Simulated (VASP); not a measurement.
The system is PtSe2.

```
Pt Se
1.0
    -2.63180    2.63180    6.60583
     2.63180   -2.63180    6.60583
     2.63180    2.63180   -6.60583
Pt Se
2 4
Direct
  0.75000 0.25000 0.50000
  0.00000 0.00000 0.00000
  0.54200 0.04200 0.50000
  0.79200 0.79200 0.00000
  0.20800 0.20800 0.00000
  0.95800 0.45800 0.50000
```

```yaml
Program: VASP 6.6.1
Task: relaxation of cell and atoms
Functional: PBEsol
Potentials_or_basis: VASP PAW PBE potentials, release 64 (Pt, Se)
Cutoff: 600 eV
k_mesh: 6 × 6 × 6
Occupations: fermi-dirac, width 0.03 eV
Spin: no spin polarisation
```

At the start: pressure -12.8 GPa; volume 30.50 Å³/atom.

Problem. Where does the relaxation end?

Solution. Over 16 steps the energy falls by 354.1 meV/atom and the volume is 24.29 Å³/atom (-20.4 %); space group I4_1/amd (No. 141, to 0.1 Å) before and after.

Step by step:
| step | energy change (eV) | largest force (eV/Å) | pressure (GPa) | volume (Å³) |
| --- | --- | --- | --- | --- |
| 1 | 0.0000 | 1.2384 | -12.83 | 183.02 |
| 2 | -0.2980 | 3.0985 | 26.64 | 125.42 |
| 3 | -2.1000 | 0.0807 | -0.66 | 148.04 |
| 4 | -2.1038 | 0.0127 | -0.03 | 147.17 |
| 5 | -2.1040 | 0.0418 | 0.46 | 146.50 |
| 6 | -2.1107 | 0.1865 | 0.41 | 147.00 |
| 7 | -2.1107 | 0.1734 | 0.41 | 146.95 |
| 8 | -2.1129 | 0.0469 | -0.71 | 148.33 |
| 9 | -2.1136 | 0.0887 | -0.35 | 147.87 |
| 10 | -2.1167 | 0.0643 | -0.28 | 147.48 |
| 11 | -2.1223 | 0.0087 | -0.09 | 146.32 |
| 12 | -2.1230 | 0.0425 | 0.01 | 145.77 |
| 13 | -2.1245 | 0.0339 | 0.28 | 145.38 |
| 14 | -2.1246 | 0.0209 | 0.22 | 145.45 |
| 15 | -2.1248 | 0.0022 | -0.15 | 145.95 |
| 16 | -2.1249 | 0.0065 | -0.01 | 145.75 |

Final structure:
```cif
data_structure
_symmetry_space_group_name_H-M 'P 1'
_symmetry_Int_Tables_number 1
_cell_length_a 6.8087
_cell_length_b 6.8087
_cell_length_c 6.8087
_cell_angle_alpha 136.863
_cell_angle_beta 136.863
_cell_angle_gamma 62.649
_cell_volume 145.75
loop_
_atom_site_label
_atom_site_type_symbol
_atom_site_fract_x
_atom_site_fract_y
_atom_site_fract_z
_atom_site_occupancy
Pt1 Pt 0.75000 0.25000 0.50000 1
Pt2 Pt 0.00000 0.00000 0.00000 1
Se1 Se 0.54019 0.04019 0.50000 1
Se2 Se 0.79019 0.79019 0.00000 1
Se3 Se 0.20981 0.20981 0.00000 1
Se4 Se 0.95981 0.45981 0.50000 1
```

Caveat: the volume moved by over 15 % at a fixed basis, so the end points are rough; the PAW data sets were made with another functional, which shifts forces and pressure a little.
